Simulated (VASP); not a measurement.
# AlN (Pm) in VASP: notebook

AlN is run at these levels: LDA; tasks: single point.

All numbers are computed with VASP 6.6.1; they aren't measurements. Logs are shortened: lines on timing, memory, paths and dates and some standing lists are left out, and cuts for length are marked.

### 1 The cell of the first run

It takes space group Pm (No. 6, monoclinic). The conventional cell has a = 3.276 Å, b = 4.101 Å, c = 5.674 Å, α = 90.00°, β = 90.00°, γ = 90.00°. Al (site symmetry m) has 4 N at 1.52 to 2.09 Å within 2.1 Å. Al (site symmetry m) has 5 N at 1.89 to 2.05 Å within 2.5 Å. Al (site symmetry m) has 5 N at 1.89 to 2.05 Å and 2 Al at 2.55 Å within 2.6 Å. Al (site symmetry m) has 5 N at 1.89 to 2.05 Å within 2.5 Å. Within 2.5 Å of N (site symmetry m) lie 5 Al at 1.89 to 2.09 Å. N (site symmetry m) has 5 Al at 1.89 to 2.05 Å within 2.5 Å. Within 2.1 Å of N (site symmetry m) lie 5 Al at 1.52 to 2.05 Å. N (site symmetry m) has 5 Al at 1.89 to 2.20 Å within 2.5 Å.

### 2 Single point, LDA (atom 1 (Al) moved by +0.124 Å along [1 0 0] and +0.372 Å along [1 2 0])

Contents of INCAR:

```
PREC = Accurate ; ENCUT = 520
EDIFF = 1E-6 ; ISMEAR = 0
SIGMA = 0.05 ; LREAL = False
LASPH = True ; NELM = 100
ALGO = Normal ; ISIF = 2
LWAVE = False ; LCHARG = True
LELF = True ; LVHAR = True
NBANDS = 26
```

Contents of KPOINTS:

```
regular mesh
0
Gamma
  8 6 4
```

Contents of POSCAR:

```
AlN
1.0
   -1.6378403119      2.8368226349      0.0000000000
    0.0000000000      0.0000000000      4.1006264518
    4.9135209358      2.8368226349      0.0000000000
Al N
4 4
Direct
    0.5794221049      0.7500000000      0.2183771872
    1.0000000000      0.7500000000      0.6666666667
    0.0000000000      0.2500000000      0.3333333333
    0.5000000000      0.2500000000      0.8333333333
    0.5000000000      0.2500000000      0.1666666667
    1.0000000000      0.2500000000      0.6666666667
    0.0000000000      0.7500000000      0.3333333333
    0.5000000000      0.7500000000      0.8333333333
```

Potentials or basis: VASP PAW LDA potentials, release 64 (Al, N).

Run with:

```bash
> cat potpaw_LDA.64/Al/POTCAR potpaw_LDA.64/N/POTCAR > POTCAR
> mpirun -np 1 vasp_std > vasp.out
```

OUTCAR:

```text
PREC = Accurate
   ENCUT = 520
   EDIFF = 1E-6
   ISMEAR = 0
   LREAL = False
   LASPH = True
   NELM = 100
   ISIF = 2

 ion  position               nearest neighbor table
   1  0.579  0.750  0.218-   7 1.52   7 2.01   5 2.09   5 2.09   8 2.20   3 2.55   3 2.55   3 2.87
                             3 2.87   2 2.89   4 3.01   4 3.01   2 3.17
   2  0.000  0.750  0.667-   8 1.89   8 1.89   7 1.89   6 2.05   6 2.05   4 2.79   4 2.79   4 2.79
                             4 2.79   3 2.79   3 2.79   1 2.89   1 3.17
   3  0.000  0.250  0.333-   5 1.89   5 1.89   6 1.89   7 2.05   7 2.05   1 2.55   1 2.55   2 2.79
                             2 2.79   1 2.87   1 2.87   4 3.28   4 3.28   4 3.28   4 3.28
   4  0.500  0.250  0.833-   6 1.89   6 1.89   5 1.89   8 2.05   8 2.05   2 2.79   2 2.79   2 2.79
                             2 2.79   1 3.01   1 3.01   3 3.28   3 3.28   3 3.28   3 3.28
   5  0.500  0.250  0.167-   3 1.89   3 1.89   4 1.89   1 2.09   1 2.09
   6  0.000  0.250  0.667-   4 1.89   4 1.89   3 1.89   2 2.05   2 2.05
   7  0.000  0.750  0.333-   1 1.52   2 1.89   1 2.01   3 2.05   3 2.05
   8  0.500  0.750  0.833-   2 1.89   2 1.89   4 2.05   4 2.05   1 2.20

  LATTYP: Found a simple orthorhombic cell.
 ALAT       =     3.2756806238
 B/A-ratio  =     1.2518395176
 C/A-ratio  =     1.7320508076

  Lattice vectors:

 A1 = (  -1.6378403119,   2.8368226349,   0.0000000000)
 A2 = (   0.0000000000,   0.0000000000,   4.1006264518)
 A3 = (   4.9135209358,   2.8368226349,   0.0000000000)

Analysis of symmetry for initial positions (statically):
=====================================================================
 Subroutine PRICEL returns:
 Original cell was already a primitive cell.

 Routine SETGRP: Setting up the symmetry group for a
 simple orthorhombic supercell.

 Subroutine GETGRP returns: Found  2 space group operations
 (whereof  1 operations were pure point group operations)
 out of a pool of  8 trial point group operations.

The static configuration has the point symmetry C_1 .
 The point group associated with its full space group is C_1h.

Analysis of symmetry for dynamics (positions and initial velocities):
=====================================================================
 Subroutine PRICEL returns:
 Original cell was already a primitive cell.

 Routine SETGRP: Setting up the symmetry group for a
 simple orthorhombic supercell.

 Subroutine GETGRP returns: Found  2 space group operations
 (whereof  1 operations were pure point group operations)
 out of a pool of  8 trial point group operations.

The dynamic configuration has the point symmetry C_1 .
 The point group associated with its full space group is C_1h.

 Subroutine INISYM returns: Found  2 space group operations
[... 114 lines left out ...]
   NFREE  =      0    steps in history (QN), initial steepest desc. (CG)
   ISIF   =      2    stress and relaxation
   ISYM   =      2    0-nonsym 1-usesym 2-fastsym
   POTIM  = 0.5000    time-step for ionic-motion
   TEBEG  =    0.0;   TEEND  =   0.0 temperature during run
   PSTRESS=    0.0 pullay stress
   NELECT =      32.0000    total number of electrons
   NUPDOWN=      -1.0000    fix difference up-down
   EMIN   =  10.00;   EMAX   =-10.00  energy-range for DOS
   EFERMI =   0.00;   METHOD = LEGACY
   ISMEAR =     0;   SIGMA  =   0.05  broadening in eV -4-tet -1-fermi 0-gaus
   EFERMI_NEDOS =   21; number of points for ismear=-14 and -15
   IALGO  =     38    algorithm
   IMIX   =      4    mixing-type and parameters
     AMIX     =   0.40;   BMIX     =  1.00
     AMIX_MAG =   1.60;   BMIX_MAG =  1.00
  volume/ion in A,a.u.               =       9.53        64.29
  Fermi-wavevector in a.u.,A,eV,Ry     =   1.225896  2.316607 20.447110  1.502820
  Thomas-Fermi vector in A             =   2.360917
   LORBIT       =      0    0 simple, 1 ext, 2 COOP (PROOUT), +10 PAW based schemes
   GGA     = CA    functional components
   LHFCALC =     F    Hartree Fock is set to
   AEXX    =    0.0000 exact exchange contribution
   IVDW    =     0    specifies the selected vdW correction
   LEPSILON=     F    determine dielectric tensor
   LRPA    =     F    only Hartree local field effects (RPA)
 non-spin polarized calculation
 Gauss-broadening in eV      SIGMA  =   0.05
  energy-cutoff  :      520.00
  volume of cell :       76.21
 maximum number of plane-waves:      2088
   NGX = 13   NGY = 15   NGZ = 21

 number of electron      32.0000003 magnetization

 Free energy of the ion-electron system (eV)
  ---------------------------------------------------
  ext. energy  EPLUGINS =         0.00000000
  ---------------------------------------------------
  free energy    TOTEN  =       -62.73734750 eV

  energy without entropy =      -62.73734750  energy(sigma->0) =      -62.73734750

 E-fermi :   8.3651     XC(G=0): -11.6678

 val. band max:        8.1047071960   @ k =   0.0000   0.0000   0.0000
 cond. band min:      11.2353438450   @ k =   0.0000   0.0000   0.0000
 fundamental gap:      3.1306366490
 Fermi energy:         8.3651412008

 k-point     1 :       0.0000    0.0000    0.0000
  band No.  band energies     occupation
      1      -9.0293      2.00000
      2      -6.8819      2.00000
      3      -5.7570      2.00000
      4      -4.5483      2.00000
      5       0.8353      2.00000
      6       1.4112      2.00000
[... 685 lines left out ...]
     25      17.9785      0.00000
     26      18.3161      0.00000

 [... further k-points ...]
[... 5 lines left out ...]
  --------------------------------------------------------------------------------------
  -------------------------------------------------------------------------------------
  Total       -1.7580949     15.7264436      0.4183358     -1.7401922      0.0000000      0.0000000
  in kB      -36.9605956    330.6185102      8.7947137    -36.5842255      0.0000000      0.0000000
  external PRESSURE =     100.8175428 kB  Pullay stress =       0.0000000 kB

 VOLUME and BASIS-vectors are now :
 -----------------------------------------------------------------------------
  energy-cutoff  :      520.00
  volume of cell :       76.21
      direct lattice vectors                 reciprocal lattice vectors
    -1.637840312  2.836822635  0.000000000    -0.152640033  0.264380293  0.000000000
     0.000000000  0.000000000  4.100626452     0.000000000  0.000000000  0.243865178
     4.913520936  2.836822635  0.000000000     0.152640033  0.088126764  0.000000000

 POSITION                                       TOTAL-FORCE (eV/Angst)
 -----------------------------------------------------------------------------------
      0.12400      2.26322      3.07547        -0.824780    -14.406734      0.000000
      3.27568      1.89122      3.07547         1.169401      0.864313      0.000000
      1.63784      0.94561      1.02516        -0.360927      0.761674      0.000000
      3.27568      3.78243      1.02516         0.352223      0.097722      0.000000
      0.00000      1.89122      1.02516         0.869506      1.149105      0.000000
      3.27568      1.89122      1.02516        -0.585348     -0.313661      0.000000
      1.63784      0.94561      3.07547        -0.855555     11.323874      0.000000
      3.27568      3.78243      3.07547         0.235479      0.523707      0.000000
 -----------------------------------------------------------------------------------
    total drift:                                0.000446     -0.000475     -0.000000

  FREE ENERGIE OF THE ION-ELECTRON SYSTEM (eV)
  ---------------------------------------------------
  free  energy   TOTEN  =       -62.7373474966 eV

  energy  without entropy=      -62.7373474966  energy(sigma->0) =      -62.73734750
```

OSZICAR:

```text
N       E                     dE             d eps       ncg     rms          rms(c)
DAV:   1     0.107741571691E+03    0.10774E+03   -0.15042E+04  3752   0.112E+03
DAV:   2    -0.647287115057E+02   -0.17247E+03   -0.16128E+03  5024   0.224E+02
DAV:   3    -0.732501802663E+02   -0.85215E+01   -0.84710E+01  5032   0.510E+01
DAV:   4    -0.733184477545E+02   -0.68267E-01   -0.68219E-01  4576   0.519E+00
DAV:   5    -0.733193046527E+02   -0.85690E-03   -0.85671E-03  4872   0.572E-01    0.177E+01
DAV:   6    -0.630404975626E+02    0.10279E+02   -0.31502E+01  4662   0.298E+01    0.639E+00
DAV:   7    -0.628682661146E+02    0.17223E+00   -0.16019E+00  4744   0.631E+00    0.398E+00
DAV:   8    -0.627494033384E+02    0.11886E+00   -0.14875E-01  4648   0.260E+00    0.823E-01
DAV:   9    -0.627373065999E+02    0.12097E-01   -0.20644E-02  4922   0.838E-01    0.314E-01
DAV:  10    -0.627374714341E+02   -0.16483E-03   -0.38447E-03  4432   0.371E-01    0.166E-01
DAV:  11    -0.627373439577E+02    0.12748E-03   -0.64839E-04  4472   0.194E-01    0.601E-02
DAV:  12    -0.627373495102E+02   -0.55524E-05   -0.10321E-04  4600   0.668E-02    0.154E-02
DAV:  13    -0.627373477118E+02    0.17984E-05   -0.24807E-05  4746   0.343E-02    0.113E-02
DAV:  14    -0.627373474966E+02    0.21517E-06   -0.38046E-06  3644   0.120E-02
   1 F= -.62737347E+02 E0= -.62737347E+02  d E =-.242400E-15
```

Run time: 2.8 min. Hardware: 1 thread of Intel Xeon 8259CL, shared host; peak memory 0.22 GiB.

Results:

```yaml
Free_energy: -62.7373 eV
Pressure: 10.1 GPa
Largest_force: 14.430 eV/Å
Band_gap_on_the_k_mesh: 3.13 eV
```

Forces in eV/Å, atoms in the order of the input:
```
Al   -0.825 -14.407   0.000
Al    1.169   0.864   0.000
Al   -0.361   0.762   0.000
Al    0.352   0.098   0.000
N     0.870   1.149   0.000
N    -0.585  -0.314   0.000
N    -0.856  11.324   0.000
N     0.235   0.524   0.000
```

Stress tensor (GPa, compression positive):
```
-3.70 -3.66  0.00
-3.66 33.06  0.00
 0.00  0.00  0.88
```

Caveat: the cell differs from its parent crystal (atom 1 (Al) moved by +0.124 Å along [1 0 0] and +0.372 Å along [1 2 0]); the cell stands under pressure; forces of over 1 eV/Å act on the atoms, so gaps and moduli don't describe the material at rest. A k mesh can miss the band edges.

### 3 Single point, LDA (atom 1 (Al) moved by -0.124 Å along [1 0 0] and +0.372 Å along [1 2 0])

Contents of INCAR:

```
SYSTEM = AlN
PREC = Accurate
ENCUT = 520
EDIFF = 1E-7
ISMEAR = 0
SIGMA = 0.05
LREAL = .False.
LASPH = .True.
NELM = 60
ALGO = Normal
ISIF = 2
LWAVE = .False.
LCHARG = .False.
GGA = CA
NBANDS = 26
```

Contents of KPOINTS:

```
Automatic mesh
0
Gamma
  8 6 4
  0 0 0
```

Changes to POSCAR since step 2:

```diff
@@ -8,3 +8,3 @@
 Direct
-    0.5794221049      0.7500000000      0.2183771872
+    0.6172768332      0.7500000000      0.1805224589
     1.0000000000      0.7500000000      0.6666666667
```

Potentials or basis: VASP PAW LDA potentials, release 64 (Al, N).

Run with:

```bash
> cat potpaw_LDA.64/Al/POTCAR potpaw_LDA.64/N/POTCAR > POTCAR
> mpirun -np 1 vasp_std > vasp.out
```

Wall time 2.6 min (1 thread of Intel Xeon 8259CL, shared host); peak memory 0.22 GiB.

The run converged. Its results:

```
Free energy            : -62.8982 eV
Pressure               : 10.0 GPa
Largest force          : 14.080 eV/Å
Band gap on the k mesh : 3.50 eV
```

Forces on the atoms (eV/Å):
```
Al   -0.418 -14.074   0.000
Al    0.131   0.291   0.000
Al   -0.227   0.983   0.000
Al    0.231  -0.105   0.000
N    -0.119   0.950   0.000
N    -0.232  -0.097   0.000
N     0.411  11.247   0.000
N     0.225   0.804   0.000
```

Stress tensor (GPa, compression positive):
```
-3.34  3.70  0.00
 3.70 32.46  0.00
 0.00  0.00  0.87
```

Levels at points of the mesh, in eV from the valence-band top:
```csv
k point,band 13,band 14,band 15,band 16,band 17,band 18,band 19,band 20
"(0.00, 0.00, 0.00)",-1.78,-1.50,-1.29,0.00,3.50,3.71,4.55,7.03
"(0.50, 0.00, 0.00)",-3.04,-2.50,-2.23,-1.92,5.45,5.64,5.90,6.04
"(0.00, 0.50, 0.00)",-2.47,-2.17,-1.83,-1.68,5.08,5.14,5.71,5.89
"(0.50, 0.50, 0.00)",-1.31,-1.03,-0.85,-0.84,5.64,6.15,6.19,6.57
"(0.00, 0.00, 0.50)",-1.52,-1.31,-1.23,-0.98,4.63,4.80,6.08,6.37
"(0.50, 0.00, 0.50)",-3.25,-2.74,-1.58,-1.12,3.85,3.89,7.11,7.23
"(0.00, 0.50, 0.50)",-2.14,-2.01,-1.74,-1.63,5.24,5.34,5.43,5.51
"(0.50, 0.50, 0.50)",-2.08,-1.70,-1.59,-1.57,4.90,5.05,5.20,5.34
```

Caveat: the cell differs from its parent crystal (atom 1 (Al) moved by -0.124 Å along [1 0 0] and +0.372 Å along [1 2 0]); the cell stands under pressure; forces of over 1 eV/Å act on the atoms, so gaps and moduli don't describe the material at rest.

[end of part 1 of 2]
